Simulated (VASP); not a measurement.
Input of a VASP 6.6.1 run:

File INCAR:

```
  PREC = Accurate
  ENCUT = 520
  EDIFF = 1E-6
  ISMEAR = -1
  SIGMA = 0.08
  LREAL = F
  LASPH = T
  NELM = 80
  ALGO = Normal
  ISIF = 2
  LWAVE = F
  LCHARG = F
  GGA = PE
  NBANDS = 28
```

The input KPOINTS:

```
Automatic mesh
0
Gamma
  7 7 10
```

File POSCAR:

```
Pb
1.0
    5.6582354336      0.0000000000      0.0000000000
   -2.8291177168      4.9001756261      0.0000000000
    0.0000000000      0.0000000000      3.3203295730
Pb
3
Direct
    0.0000000000      0.0000000000      0.0000000000
    0.3333333333      0.6666666667      0.5000000000
    0.6666666667      0.3333333333      0.5000000000
```

Potentials or basis: VASP PAW PBE potentials, release 64 (Pb_d).

Run with:

```sh
$ cat potpaw_PBE.64/Pb_d/POTCAR > POTCAR
$ mpirun -np 1 vasp_std > vasp.out
```

Q: Predict the pressure.

A: 2.1 GPa.

Q: Predict the band gap on the k mesh.

A: Zero (bands 21 and 22 overlap by 3.91 eV).

Caveat: spin-orbit coupling is left out, which moves the levels of the heavy elements.
